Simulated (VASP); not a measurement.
# BP: single point with PBE

Crystal: BP.

```
B P
1.0
     0.00000    2.24004    2.30826
     2.24004    0.00000    2.30826
     2.24004    2.24004    0.00000
B P
1 1
Direct
  0.00000 0.00000 0.00000
  0.75000 0.75000 0.75000
```

This cell differs from its parent crystal: strain -0.015 along x and y, +0.015 along z.

```
Program             : VASP 6.6.1
Task                : single point
Functional          : PBE
Potentials or basis : VASP PAW PBE potentials, release 64 (B, P)
Cutoff              : 520 eV
k mesh              : 10 × 10 × 10
Occupations         : gaussian, width 0.05 eV
Spin                : no spin polarisation
```

The pressure is 2.3 GPa and the band gap on the k mesh is 1.00 eV, indirect (least direct gap 3.26 eV).

Stress tensor (GPa, compression positive):
```
 5.13  0.00  0.00
 0.00  5.13  0.00
 0.00  0.00 -3.30
```

Levels at points of the mesh, in eV from the valence-band top:
| k point | band 1 | band 2 | band 3 | band 4 | band 5 | band 6 | band 7 | band 8 | band 9 |
| --- | --- | --- | --- | --- | --- | --- | --- | --- | --- |
| (0.00, 0.00, 0.00) | -15.64 | -0.31 | 0.00 | 0.00 | 3.26 | 3.26 | 3.43 | 7.39 | 11.46 |
| (0.50, 0.00, 0.00) | -12.28 | -9.20 | -2.07 | -1.67 | 3.59 | 4.61 | 4.77 | 10.06 | 14.40 |
| (0.50, 0.50, 0.00) | -10.94 | -8.91 | -4.04 | -4.04 | 1.44 | 1.84 | 12.11 | 12.11 | 15.00 |
| (0.50, 0.00, 0.50) | -10.64 | -8.64 | -4.38 | -4.32 | 1.11 | 1.41 | 11.74 | 12.38 | 15.19 |

It took 7 s on 1 thread of Intel(R) Xeon(R) 6975P-C (Granite Rapids) (shared host), peak memory 0.15 GiB.

Caveat: the cell differs from its parent crystal (strain -0.015 along x and y, +0.015 along z). A k mesh can miss the band edges.
